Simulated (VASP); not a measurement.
Sb2Pt, 12 atoms in the cell. Symmetry: Pa-3, No. 205, cubic system. Conventional cell: a = 6.439 Å, b = 6.439 Å, c = 6.439 Å, α = 90.00°, β = 90.00°, γ = 90.00°. Within 3.7 Å of Sb (site symmetry 3) lie 3 Pt at 2.67 Å and 7 Sb at 2.78 to 3.60 Å. Within 3.5 Å of Pt (site symmetry -3) lie 6 Sb at 2.67 Å. 

| Property | Result |
| --- | --- |
| Program | VASP 6.6.1 |
| Task | single point |
| Functional | r2SCAN |
| Potentials or basis | VASP PAW PBE potentials, release 64 (Sb, Pt) |
| Cutoff | 520 eV |
| k mesh | 6 × 6 × 6 |
| Occupations | gaussian, width 0.1 eV |
| Spin | no spin polarisation |
| Dipole correction | no |
| Further INCAR settings | ALGO = Normal; EDIFF = 1e-06; NBANDS = 52 |

Potentials or basis: VASP PAW PBE potentials, release 64 (Sb, Pt).

The run is started by

```sh
$ cat potpaw_PBE.64/Sb/POTCAR potpaw_PBE.64/Pt/POTCAR > POTCAR
$ cp INCAR.step1 INCAR
$ mpirun -np 1 vasp_std > vasp.out
$ cp INCAR.step2 INCAR
$ mpirun -np 1 vasp_std > vasp.out
```

Hardware: 1 thread of Intel Xeon 8259CL (shared host).

Q: How long does it take, and how much memory?

A: It took 28 min on 1 thread of Intel Xeon 8259CL, with other jobs on the host, peak memory 0.53 GiB. Counts: k points 24.
